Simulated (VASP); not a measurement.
# Cd9S8 (a cell with a defect) in VASP: notebook, part 2 of 2

VASP 6.6.1.

**3. Single point, PBEsol**

INCAR reads:

```
SYSTEM = Cd9S8
PREC = Accurate
ENCUT = 520
EDIFF = 1E-6
ISMEAR = 0
SIGMA = 0.02
LREAL = Auto
LASPH = .True.
NELM = 60
ALGO = Normal
ISIF = 2
LWAVE = .False.
LCHARG = .False.
GGA = PS
NBANDS = 92
```

KPOINTS reads:

```
Automatic mesh
0
Gamma
  2 2 2
  0 0 0
```

POSCAR reads:

```
Cd9S8
1.0
    0.0000000000      5.8238935687     -5.8238935687
    5.8238935687      5.8238935687      0.0000000000
    5.8238935687      0.0000000000     -5.8238935687
Cd S
9 8
Direct
    0.5315301462      0.5315543568     -0.0895661972
    0.4844871333     -0.0025698444      0.0180965704
    0.9973471238      0.4846044088      0.0180613706
    1.0006552200      0.0007722497      0.0109826011
    0.4806415102      0.4806634886      0.5056879844
    0.4783120548      0.0579237062      0.4915525097
    1.0579643888      0.4785178450      0.4914241592
    0.9839511887     -0.0159353874      0.5527623337
    0.6747544325      0.6747781280      0.4915756042
    0.4108779585      0.4107909033      0.2959397317
    0.3534309952      0.8879385310      0.3870480244
    0.8879392178      0.3535281811      0.3870166021
    0.8850488834      0.8850997085      0.3811542010
    0.3676558431      0.3677192028      0.8741948045
    0.3702944559      0.8999377200      0.8617431690
    0.8999444166      0.3704003987      0.8616458115
    0.8590874715      0.8591994241      0.9209206756
```

Potentials or basis: VASP PAW PBE potentials, release 64 (Cd, S).

Run with:

```bash
> cat potpaw_PBE.64/Cd/POTCAR potpaw_PBE.64/S/POTCAR > POTCAR
> mpirun -np 1 vasp_std > vasp.out
```

OUTCAR:

```text
SYSTEM = Cd9S8
   PREC = Accurate
   ENCUT = 520
   EDIFF = 1E-6
   ISMEAR = 0
   LREAL = Auto
   LASPH = .True.
   NELM = 60
   ISIF = 2
   GGA = PS

 ion  position               nearest neighbor table
   1  0.532  0.532  0.910-  14 2.52  15 2.53  16 2.53  10 2.59   9 2.82
   2  0.484  0.997  0.018-  11 2.48  15 2.49  14 2.49  17 2.53
   3  0.997  0.485  0.018-  12 2.48  16 2.49  14 2.49  17 2.53
   4  0.001  0.001  0.011-  13 2.49  16 2.49  15 2.49  17 2.52
   5  0.481  0.481  0.506-  10 2.44  14 2.48   9 2.70  11 2.75  12 2.75   7 3.55   6 3.55
   6  0.478  0.058  0.492-  10 2.44  15 2.50  11 2.70   9 2.73  13 2.75   7 3.46   5 3.55
   7  0.058  0.479  0.491-  10 2.44  16 2.50  12 2.70   9 2.73  13 2.75   6 3.46   5 3.55
   8  0.984  0.984  0.553-  17 2.48  12 2.50  11 2.50  13 2.51
   9  0.675  0.675  0.492-  13 2.58  12 2.64  11 2.64   5 2.70   6 2.73   7 2.73   1 2.82
  10  0.411  0.411  0.296-   6 2.44   7 2.44   5 2.44   1 2.59
  11  0.353  0.888  0.387-   2 2.48   8 2.50   9 2.64   6 2.70   5 2.75
  12  0.888  0.354  0.387-   3 2.48   8 2.50   9 2.64   7 2.70   5 2.75
  13  0.885  0.885  0.381-   4 2.49   8 2.51   9 2.58   7 2.75   6 2.75
  14  0.368  0.368  0.874-   5 2.48   2 2.49   3 2.49   1 2.52
  15  0.370  0.900  0.862-   2 2.49   4 2.49   6 2.50   1 2.53
  16  0.900  0.370  0.862-   3 2.49   4 2.49   7 2.50   1 2.53
  17  0.859  0.859  0.921-   8 2.48   4 2.52   3 2.53   2 2.53

  LATTYP: Found a face centered cubic cell.
 ALAT       =    11.6477871374

  Lattice vectors:

 A1 = (   0.0000000000,   5.8238935687,  -5.8238935687)
 A2 = (   5.8238935687,   5.8238935687,   0.0000000000)
 A3 = (   5.8238935687,   0.0000000000,  -5.8238935687)

Analysis of symmetry for initial positions (statically):
=====================================================================
 Subroutine PRICEL returns:
 Original cell was already a primitive cell.

 Routine SETGRP: Setting up the symmetry group for a
 face centered cubic supercell.

 Subroutine GETGRP returns: Found  1 space group operations
[... 155 lines left out ...]
   GGA     = PS    functional components
   LHFCALC =     F    Hartree Fock is set to
   AEXX    =    0.0000 exact exchange contribution
   IVDW    =     0    specifies the selected vdW correction
   LEPSILON=     F    determine dielectric tensor
   LRPA    =     F    only Hartree local field effects (RPA)
 non-spin polarized calculation
 Gauss-broadening in eV      SIGMA  =   0.02
  energy-cutoff  :      520.00
  volume of cell :      395.07
 maximum number of plane-waves:     10777
 NGX is ok and might be reduce to    64
   NGX = 31   NGY = 31   NGZ = 31

 number of electron     156.0000000 magnetization

 Free energy of the ion-electron system (eV)
  ---------------------------------------------------
  ext. energy  EPLUGINS =         0.00000000
  ---------------------------------------------------
  free energy    TOTEN  =       -52.33949797 eV

  energy without entropy =      -52.33779361  energy(sigma->0) =      -52.33864579

 E-fermi :   3.7401     XC(G=0):  -9.7744

 val. band max:        3.7245446761   @ k =   0.5000   0.5000   0.0000
 cond. band min:       3.7610261263   @ k =   0.0000   0.5000   0.5000
 fundamental gap:      0.0364814502
 Fermi energy:         3.7400632842

 k-point     1 :       0.0000    0.0000    0.0000
  band No.  band energies     occupation
      1     -11.0658      2.00000
      2     -10.6653      2.00000
      3     -10.4150      2.00000
      4     -10.3986      2.00000
      5     -10.3878      2.00000
      6     -10.2897      2.00000
[... 733 lines left out ...]
     89       6.7667      0.00000
     90       6.8613      0.00000
 [bands above 90 left out]

------------------------ aborting loop because EDIFF is reached ----------------------------------------

  FORCE on cell =-STRESS in cart. coord.  units (eV):
  Direction    XX          YY          ZZ          XY          YZ          ZX
  --------------------------------------------------------------------------------------
  -------------------------------------------------------------------------------------
  Total       10.9563662     11.3511804     10.9563737      0.9560582     -0.9565580      1.1931413
  in kB       44.4331228     46.0342768     44.4331531      3.8772572     -3.8792845      4.8387386
  external PRESSURE =      44.9668509 kB  Pullay stress =       0.0000000 kB

 VOLUME and BASIS-vectors are now :
 -----------------------------------------------------------------------------
  energy-cutoff  :      520.00
  volume of cell :      395.07
      direct lattice vectors                 reciprocal lattice vectors
     0.000000000  5.823893569 -5.823893569    -0.085853217  0.085853217 -0.085853217
     5.823893569  5.823893569  0.000000000     0.085853217  0.085853217  0.085853217
     5.823893569  0.000000000 -5.823893569     0.085853217 -0.085853217 -0.085853217

 POSITION                                       TOTAL-FORCE (eV/Angst)
 -----------------------------------------------------------------------------------
      8.39799      6.19129     -8.39784        -0.004425      0.008987      0.004098
      5.91432      8.63053     -2.92699         0.002090      0.000449     -0.001060
      2.92747      8.63073     -5.91363         0.001193      0.000589     -0.002022
      0.06846      0.00831     -0.06778         0.005137      0.005370     -0.005332
      5.74441      5.59854     -5.74428        -0.017285     -0.025291      0.017168
      3.20009      3.12298     -5.64839         0.008133      0.010190      0.004452
[... 9 lines left out ...]
      7.17531      7.39835    -10.25931         0.001410     -0.005642     -0.007118
     10.36723     10.00712    -10.36658         0.012485     -0.005927     -0.012768
 -----------------------------------------------------------------------------------
    total drift:                                0.002214     -0.002019     -0.002292

  FREE ENERGIE OF THE ION-ELECTRON SYSTEM (eV)
  ---------------------------------------------------
  free  energy   TOTEN  =       -52.3394979734 eV

  energy  without entropy=      -52.3377936118  energy(sigma->0) =      -52.33864579
```

Run time: 8.4 min. Hardware: 1 thread of AMD EPYC 9R14 (Zen 4), shared host; peak memory 0.6 GiB.

What came out:

```
Free energy            : -52.3395 eV
Pressure               : 4.5 GPa
Largest force          : 0.059 eV/Å
Band gap on the k mesh : zero (band 78 reaches 3.76 eV, above the bottom of band 79 at 3.46 eV)
```

Forces on the atoms (eV/Å):
```
Cd  -0.004  0.009  0.004
Cd   0.002  0.000 -0.001
Cd   0.001  0.001 -0.002
Cd   0.005  0.005 -0.005
Cd  -0.017 -0.025  0.017
Cd   0.008  0.010  0.004
Cd  -0.004  0.010 -0.008
Cd   0.011 -0.015 -0.012
Cd  -0.004  0.012  0.004
S   -0.036  0.029  0.036
S    0.010 -0.010  0.008
S   -0.007 -0.009 -0.010
S    0.007  0.004 -0.007
S    0.006 -0.004 -0.006
S    0.008 -0.005 -0.002
S    0.001 -0.006 -0.007
S    0.012 -0.006 -0.013
```

Stress tensor (GPa, compression positive):
```
 4.44  0.39  0.48
 0.39  4.60 -0.39
 0.48 -0.39  4.44
```

Caveat: the k points lie up to 0.47 Å⁻¹ apart; the PAW data sets were made with another functional, which shifts forces and pressure a little.
